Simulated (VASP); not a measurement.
Write the native input for VASP 6.6.1 that does the following.

```
Task                   : single point
Functional             : r2SCAN
Potentials or basis    : VASP PAW PBE potentials, release 64 (Ca_sv, Se)
Cutoff                 : 550 eV
k mesh                 : 6 × 6 × 6
Occupations            : gaussian, width 0.01 eV
Spin                   : no spin polarisation
Dipole correction      : no
Further INCAR settings : ALGO = Normal; EDIFF = 1e-06; NBANDS = 15
```

CaSe:

```
Ca Se
1.0
     0.00000    2.96753    2.96753
     2.96753    0.00000    2.96753
     2.96753    2.96753    0.00000
Ca Se
1 1
Cartesian
  0.0000 0.0000 0.0000
  2.9675 2.9675 2.9675
```

These files were run (other wordings do the same):

POSCAR

```
CaSe
1.0
    0.0000000000      2.9675306059      2.9675306059
    2.9675306059      0.0000000000      2.9675306059
    2.9675306059      2.9675306059      0.0000000000
Ca Se
1 1
Direct
    0.0000000000      0.0000000000      0.0000000000
    0.5000000000      0.5000000000      0.5000000000
```

INCAR.step1

```
PREC = Accurate ; ENCUT = 550
ISMEAR = 0 ; SIGMA = 0.01
LREAL = False ; LASPH = True
NELM = 120 ; NBANDS = 15
GGA = PE ; ALGO = Normal
EDIFF = 1E-5 ; LWAVE = True
LCHARG = False ; GGA_COMPAT = False
```

INCAR.step2

```
PREC = Accurate ; ENCUT = 550
EDIFF = 1E-6 ; ISMEAR = 0
SIGMA = 0.01 ; LREAL = False
LASPH = True ; NELM = 120
ALGO = Normal ; ISIF = 2
LWAVE = False ; LCHARG = False
METAGGA = R2SCAN ; LMIXTAU = True
NBANDS = 15 ; ISTART = 1
GGA_COMPAT = False
```

KPOINTS

```
Automatic mesh
0
Gamma
  6 6 6
```

Potentials or basis: VASP PAW PBE potentials, release 64 (Ca_sv, Se).

The run is started by

```bash
$ cat potpaw_PBE.64/Ca_sv/POTCAR potpaw_PBE.64/Se/POTCAR > POTCAR
$ cp INCAR.step1 INCAR
$ mpirun -np 1 vasp_std > vasp.out
$ cp INCAR.step2 INCAR
$ mpirun -np 1 vasp_std > vasp.out
```

It gave:

* Pressure: 0.3 GPa
* Band gap on the k mesh: 2.52 eV, indirect (least direct gap 3.46 eV)

Caveat: the PAW data sets were made with another functional, which shifts forces and pressure a little.

Wall time 92 s on 1 thread of Intel Xeon 8259CL (shared host), peak memory 0.19 GiB.
